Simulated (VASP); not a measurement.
# Be (P6_3/mmc) in VASP: a series of runs, part 2 of 2

VASP 6.6.1. Earlier steps stand in the parts before.

## 4. Single point, PBEsol

This run uses another cell than the first one, of 7.84 Å³/atom.

Input file INCAR:

```
PREC = Accurate
ENCUT = 520
EDIFF = 1E-6
ISMEAR = -1
SIGMA = 0.1
LREAL = False
LASPH = True
NELM = 100
ALGO = Normal
ISIF = 2
LWAVE = False
LCHARG = False
GGA = PS
NBANDS = 9
```

Input file KPOINTS:

```
regular mesh
0
Gamma
  26 26 15
```

Input file POSCAR:

```
Be
1.0
    2.2580750172      0.0000000000      0.0000000000
   -1.1290375086      1.9555503286      0.0000000000
    0.0000000000      0.0000000000      3.5503490472
Be
2
Direct
    0.3333333333      0.6666666667      0.2500000000
    0.6666666667      0.3333333333      0.7500000000
```

Potentials or basis: VASP PAW PBE potentials, release 64 (Be).

The run is started by

```sh
> cat potpaw_PBE.64/Be/POTCAR > POTCAR
> mpirun -np 1 vasp_std > vasp.out
```

OUTCAR:

```text
PREC = Accurate
   ENCUT = 520
   EDIFF = 1E-6
   ISMEAR = -1
   LREAL = False
   LASPH = True
   NELM = 100
   ISIF = 2
   GGA = PS

 ion  position               nearest neighbor table
   1  0.333  0.667  0.250-   2 2.20   2 2.20   2 2.20   2 2.20   2 2.20   2 2.20
   2  0.667  0.333  0.750-   1 2.20   1 2.20   1 2.20   1 2.20   1 2.20   1 2.20

  LATTYP: Found a hexagonal cell.
 ALAT       =     2.2580750172
 C/A-ratio  =     1.5722901233

  Lattice vectors:

 A1 = (   2.2580750172,   0.0000000000,   0.0000000000)
 A2 = (  -1.1290375086,   1.9555503286,   0.0000000000)
 A3 = (   0.0000000000,   0.0000000000,   3.5503490472)

Analysis of symmetry for initial positions (statically):
=====================================================================
 Subroutine PRICEL returns:
 Original cell was already a primitive cell.

 Routine SETGRP: Setting up the symmetry group for a
 hexagonal supercell.

 Subroutine GETGRP returns: Found 24 space group operations
 (whereof 12 operations were pure point group operations)
 out of a pool of 24 trial point group operations.

[... 168 lines left out ...]
 fundamental gap:      0.1208805489
 Fermi energy:         7.1302767017

 k-point     1 :       0.0000    0.0000    0.0000
  band No.  band energies     occupation
      1      -4.3050      2.00000
      2       2.6091      2.00000
      3       8.2663      0.00002
      4      23.1566      0.00000
      5      23.1566      0.00000
      6      26.0277      0.00000
      7      26.0277      0.00000
      8      28.1947      0.00000
      9      34.3069      0.00000
[... 265 lines left out ...]
 k-point    24 :       0.3846    0.0385    0.0000
  band No.  band energies     occupation
      1       0.3659      2.00000
      2       5.9347      1.99999
      3       8.6662      0.00000
      4      13.3357      0.00000
      5      16.3165      0.00000
      6      16.3496      0.00000
      7      19.1753      0.00000
      8      24.3317      0.00000
      9      27.1360      0.00000

 [... further k-points ...]

------------------------ aborting loop because EDIFF is reached ----------------------------------------

  FORCE on cell =-STRESS in cart. coord.  units (eV):
  Direction    XX          YY          ZZ          XY          YZ          ZX
  --------------------------------------------------------------------------------------
  -------------------------------------------------------------------------------------
  Total       -0.0046236     -0.0046236      0.1135906      0.0000000      0.0000000      0.0000000
  in kB       -0.4725107     -0.4725107     11.6084633      0.0000000      0.0000000      0.0000000
  external PRESSURE =       3.5544806 kB  Pullay stress =       0.0000000 kB

 VOLUME and BASIS-vectors are now :
 -----------------------------------------------------------------------------
  energy-cutoff  :      520.00
  volume of cell :       15.68
      direct lattice vectors                 reciprocal lattice vectors
     2.258075017  0.000000000  0.000000000     0.442855083  0.255682502  0.000000000
    -1.129037509  1.955550329  0.000000000     0.000000000  0.511365003  0.000000000
     0.000000000  0.000000000  3.550349047     0.000000000  0.000000000  0.281662447

 POSITION                                       TOTAL-FORCE (eV/Angst)
 -----------------------------------------------------------------------------------
     -0.00000      1.30370      0.88759         0.000000      0.000000      0.000000
      1.12904      0.65185      2.66276        -0.000000     -0.000000      0.000000
 -----------------------------------------------------------------------------------
    total drift:                                0.000000     -0.000000      0.000000

  FREE ENERGIE OF THE ION-ELECTRON SYSTEM (eV)
  ---------------------------------------------------
  free  energy   TOTEN  =        -8.0001177375 eV

  energy  without entropy=       -7.9970949143  energy(sigma->0) =       -7.99860633
```

OSZICAR:

```text
N       E                     dE             d eps       ncg     rms          rms(c)
DAV:   1    -0.303268107347E+01   -0.30327E+01   -0.17807E+03 10176   0.365E+02
DAV:   2    -0.797522100171E+01   -0.49425E+01   -0.47571E+01 14953   0.552E+01
DAV:   3    -0.803323030166E+01   -0.58009E-01   -0.55919E-01 11566   0.394E+00
DAV:   4    -0.803334009554E+01   -0.10979E-03   -0.10978E-03 12519   0.160E-01
DAV:   5    -0.803334013763E+01   -0.42090E-07   -0.42402E-07 11368   0.346E-03    0.125E+00
DAV:   6    -0.800990700274E+01    0.23433E-01   -0.25551E-03 10806   0.498E-01    0.762E-01
DAV:   7    -0.800011881180E+01    0.97882E-02   -0.35640E-03 10632   0.513E-01    0.147E-02
DAV:   8    -0.800011711074E+01    0.17011E-05   -0.15810E-05 11308   0.270E-02    0.627E-03
DAV:   9    -0.800011773751E+01   -0.62677E-06   -0.42408E-07 10107   0.433E-03
   1 F= -.80001177E+01 E0= -.79986063E+01  d E =-.302282E-02
```

Run time: 28 s. Hardware: 1 thread of AMD EPYC 9R14 (Zen 4), shared host; peak memory 0.15 GiB.

What came out:

| Quantity | Value |
| --- | --- |
| Free energy | -8.0001 eV |
| Pressure | 0.4 GPa |
| Band gap on the k mesh | zero (bands 2 and 3 overlap by 1.70 eV) |

Caveat: the PAW data sets were made with another functional, which shifts forces and pressure a little.

## 5. Single point, PBEsol (7.84 Å³/atom)

This run uses another cell than the first one, of 7.84 Å³/atom.

Input file INCAR:

```
SYSTEM = Be
ALGO = Normal
EDIFF = 1E-6
ENCUT = 520
GGA = PS
ISIF = 2
ISMEAR = -1
LASPH = .TRUE.
LCHARG = .FALSE.
LREAL = .FALSE.
LWAVE = .FALSE.
NBANDS = 9
NELM = 80
PREC = Accurate
SIGMA = 0.1
```

Input file KPOINTS:

```
k-points
0
G
  26 26 15
  0 0 0
```

POSCAR is that of step 4.

Potentials or basis: VASP PAW PBE potentials, release 64 (Be).

The run is started by

```sh
> cat potpaw_PBE.64/Be/POTCAR > POTCAR
> mpirun -np 1 vasp_std > vasp.out
```

OUTCAR:

```text
SYSTEM = Be
   EDIFF = 1E-6
   ENCUT = 520
   GGA = PS
   ISIF = 2
   ISMEAR = -1
   LASPH = .TRUE.
   LREAL = .FALSE.
   NELM = 80
   PREC = Accurate

 ion  position               nearest neighbor table
   1  0.333  0.667  0.250-   2 2.20   2 2.20   2 2.20   2 2.20   2 2.20   2 2.20
   2  0.667  0.333  0.750-   1 2.20   1 2.20   1 2.20   1 2.20   1 2.20   1 2.20

  LATTYP: Found a hexagonal cell.
 ALAT       =     2.2580750172
 C/A-ratio  =     1.5722901233

  Lattice vectors:

 A1 = (   2.2580750172,   0.0000000000,   0.0000000000)
 A2 = (  -1.1290375086,   1.9555503286,   0.0000000000)
 A3 = (   0.0000000000,   0.0000000000,   3.5503490472)

Analysis of symmetry for initial positions (statically):
=====================================================================
 Subroutine PRICEL returns:
 Original cell was already a primitive cell.

 Routine SETGRP: Setting up the symmetry group for a
 hexagonal supercell.

 Subroutine GETGRP returns: Found 24 space group operations
 (whereof 12 operations were pure point group operations)
 out of a pool of 24 trial point group operations.

The static configuration has the point symmetry D_3d.
[... 169 lines left out ...]

 k-point     1 :       0.0000    0.0000    0.0000
  band No.  band energies     occupation
      1      -4.3050      2.00000
      2       2.6091      2.00000
      3       8.2663      0.00002
      4      23.1566      0.00000
      5      23.1566      0.00000
      6      26.0277      0.00000
      7      26.0277      0.00000
      8      28.1947      0.00000
      9      34.3069      0.00000
[... 265 lines left out ...]
 k-point    24 :       0.3846    0.0385    0.0000
  band No.  band energies     occupation
      1       0.3659      2.00000
      2       5.9347      1.99999
      3       8.6662      0.00000
      4      13.3357      0.00000
      5      16.3165      0.00000
      6      16.3496      0.00000
      7      19.1753      0.00000
      8      24.3317      0.00000
      9      27.1360      0.00000

 [... further k-points ...]

------------------------ aborting loop because EDIFF is reached ----------------------------------------

  FORCE on cell =-STRESS in cart. coord.  units (eV):
  Direction    XX          YY          ZZ          XY          YZ          ZX
  --------------------------------------------------------------------------------------
  -------------------------------------------------------------------------------------
  Total       -0.0046236     -0.0046236      0.1135906      0.0000000      0.0000000      0.0000000
  in kB       -0.4725107     -0.4725107     11.6084633      0.0000000      0.0000000      0.0000000
  external PRESSURE =       3.5544806 kB  Pullay stress =       0.0000000 kB

 VOLUME and BASIS-vectors are now :
 -----------------------------------------------------------------------------
  energy-cutoff  :      520.00
  volume of cell :       15.68
      direct lattice vectors                 reciprocal lattice vectors
     2.258075017  0.000000000  0.000000000     0.442855083  0.255682502  0.000000000
    -1.129037509  1.955550329  0.000000000     0.000000000  0.511365003  0.000000000
     0.000000000  0.000000000  3.550349047     0.000000000  0.000000000  0.281662447

 POSITION                                       TOTAL-FORCE (eV/Angst)
 -----------------------------------------------------------------------------------
     -0.00000      1.30370      0.88759         0.000000      0.000000      0.000000
      1.12904      0.65185      2.66276        -0.000000     -0.000000      0.000000
 -----------------------------------------------------------------------------------
    total drift:                                0.000000     -0.000000      0.000000

  FREE ENERGIE OF THE ION-ELECTRON SYSTEM (eV)
  ---------------------------------------------------
  free  energy   TOTEN  =        -8.0001177375 eV

  energy  without entropy=       -7.9970949143  energy(sigma->0) =       -7.99860633
```

stdout:

```text
POSCAR found type information on POSCAR Be
 POSCAR found :  1 types and       2 ions
 scaLAPACK will be used
 -----------------------------------------------------------------------------
|                                                                             |
|                                                                             |
|     You enforced a specific xc type in the INCAR file but a different       |
|     I HOPE YOU KNOW WHAT YOU ARE DOING!                                     |
|                                                                             |
 -----------------------------------------------------------------------------

 LDA part: xc-table for (Slater+PW92), standard interpolation
 POSCAR, INCAR and KPOINTS ok, starting setup
 FFT: planning ... GRIDC
 FFT: planning ... GRID_SOFT
 FFT: planning ... GRID
 WAVECAR not read
 entering main loop
```

Wall time 28 s (1 thread of AMD EPYC 9R14 (Zen 4), shared host); peak memory 0.15 GiB.

What came out:

- Free energy: -8.0001 eV
- Pressure: 0.4 GPa
- Band gap on the k mesh: zero (bands 2 and 3 overlap by 1.70 eV)

Stress tensor (GPa, compression positive):
```
-0.05  0.00  0.00
 0.00 -0.05  0.00
 0.00  0.00  1.16
```

Caveat: the PAW data sets were made with another functional, which shifts forces and pressure a little.

## 6. Overview

```csv
cell,gap on the mesh (eV),pressure (GPa)
"a = 2.196, b = 2.196, c = 3.453 Å, angles 90.0, 90.0, 120.0°, 2 atoms",none,12.3
"a = 2.228, b = 2.228, c = 3.502 Å, angles 90.0, 90.0, 120.0°, 2 atoms",none,5.8
"a = 2.258, b = 2.258, c = 3.550 Å, angles 90.0, 90.0, 120.0°, 2 atoms",none,0.4
```

Alike in all rows: task single point; level PBEsol; potentials or basis VASP PAW PBE potentials, release 64 (Be); no spin polarisation; k mesh 26 × 26 × 15; cutoff (eV) 520; smearing fermi-dirac 0.1 eV.

Caveats: the PAW data sets were made with another functional, which shifts forces and pressure a little; the cell stands under pressure (at least some runs).

Total energies depend on the potentials used, so only differences within one code and one set of settings carry meaning.
